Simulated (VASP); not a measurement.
Zr: single point with r2SCAN

The system is Zr.

```
Zr
1.0
     5.03829    0.00000    0.00000
    -2.51914    4.36328    0.00000
     0.00000    0.00000    3.15805
Zr
3
Cartesian
  0.0000 0.0000 0.0000
  0.0000 2.9089 1.5790
  2.5191 1.4544 1.5790
```

```json
{
 "Program": "VASP 6.6.1",
 "Task": "single point",
 "Functional": "r2SCAN",
 "Potentials or basis": "VASP PAW PBE potentials, release 64 (Zr_sv)",
 "Cutoff": "520 eV",
 "k mesh": "12 × 12 × 14",
 "Occupations": "gaussian, width 0.1 eV",
 "Spin": "no spin polarisation"
}
```

```json
{
 "Pressure": "0.0 GPa",
 "Band gap on the k mesh": "zero (band 18 reaches 9.40 eV, above the bottom of band 19 at 8.79 eV)"
}
```

Levels at points of the mesh, in eV from the Fermi level:
| k point | band 14 | band 15 | band 16 | band 17 | band 18 | band 19 | band 20 | band 21 | band 22 | band 23 |
| --- | --- | --- | --- | --- | --- | --- | --- | --- | --- | --- |
| (0.00, 0.00, 0.00) | -2.47 | -0.64 | -0.64 | -0.57 | -0.57 | -0.11 | 1.01 | 1.79 | 1.79 | 2.36 |
| (0.50, 0.00, 0.00) | -3.38 | -3.06 | -0.65 | -0.53 | -0.48 | 0.03 | 0.80 | 1.20 | 1.45 | 2.50 |
| (0.00, 0.00, 0.50) | -2.62 | -2.33 | -2.05 | -2.05 | -1.62 | 1.26 | 1.26 | 1.80 | 1.80 | 4.51 |
| (0.50, 0.00, 0.50) | -2.47 | -2.07 | -1.59 | -0.90 | -0.64 | 0.40 | 1.00 | 1.12 | 1.52 | 3.06 |

Wall time 8 min on 1 thread of Intel(R) Xeon(R) 6975P-C (Granite Rapids), with other jobs on the host, peak memory 0.33 GiB.

Caveat: the PAW data sets were made with another functional, which shifts forces and pressure a little.
